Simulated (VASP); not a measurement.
C: relaxation of the atoms with PBE

C, a slab with vacuum:

```xyz
4
Lattice="2.4664 0.0000 0.0000 -1.2332 2.1359 0.0000 0.0000 0.0000 23.5215" Properties=species:S:1:pos:R:3 pbc="T T T"
C     0.0000    1.4239    7.5000
C     1.2332    0.7120    7.5000
C     0.0000    1.4239   16.0215
C     1.2332    0.7120   16.0215
```

```
Program                : VASP 6.6.1
Task                   : relaxation of the atoms
Functional             : PBE
Potentials or basis    : VASP PAW PBE potentials, release 64 (C)
Cutoff                 : 520 eV
k mesh                 : 15 × 15 × 1
Occupations            : gaussian, width 0.1 eV
Spin                   : no spin polarisation
Dipole correction      : yes
Further INCAR settings : ALGO = Normal; EDIFF = 1e-06; IBRION = 2; EDIFFG = -0.02; NSW = 80
```

```
Band gap on the k mesh : zero (filled and empty bands touch)
```

Final structure:
```xyz
4
Lattice="2.4664 0.0000 0.0000 -1.2332 2.1359 0.0000 0.0000 0.0000 23.5215" Properties=species:S:1:pos:R:3 pbc="T T T"
C     0.0000    1.4239    7.5000
C     1.2332    0.7120    7.5000
C     0.0000    1.4239   16.0215
C     1.2332    0.7120   16.0215
```

Levels at points of the mesh, in eV from the Fermi level:
```tsv
k point	band 4	band 5	band 6	band 7	band 8	band 9	band 10	band 11	band 12
(0.00, 0.00, 0.00)	-7.61	-3.05	-3.05	-3.05	-3.05	3.09	3.42	3.89	4.91
```

Run time: 37 s on 1 thread of AMD EPYC 7R13 Processor (Zen 3), on a shared host, peak memory 0.19 GiB.
